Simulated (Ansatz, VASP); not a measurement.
# Cu in VASP and in Ansatz

```
CELL_PARAMETERS angstrom
2.56651 0.00000 0.00000
0.00000 2.56651 0.00000
0.00000 0.00000 19.62960
ATOMIC_POSITIONS crystal
Cu 0.00000 0.00000 0.40995
Cu 0.50000 0.50000 0.50000
Cu 0.00000 0.00000 0.59005
```

Alike in both runs: task single point; functional PBE; k mesh 14 × 14 × 1; occupations fermi-dirac, width 0.1 eV; no spin polarisation.

|  | VASP | Ansatz |
| --- | --- | --- |
| version | VASP 6.6.1 | Ansatz 0.2.0 |
| potentials or method | VASP PAW PBE potentials, release 64 (Cu) | PAW with Ansatz's default frozen-core files, scalar-relativistic |
| plane-wave cutoff (eV) | 520 | 420 |
| valence electrons in the cell | 33 | 57 |

|  | VASP | Ansatz | Ansatz less VASP |
| --- | --- | --- | --- |
| rms of the force components (eV/Å) | 0.014 | 0.002 | -0.0122 |

Atom by atom the forces differ by 0.012 eV/Å (rms over components). VASP's potentials hold 33 valence electrons a cell and Ansatz's 57, so a difference there can come from the potentials and not from the codes. Ansatz's warnings: structure snapped to symmetry.
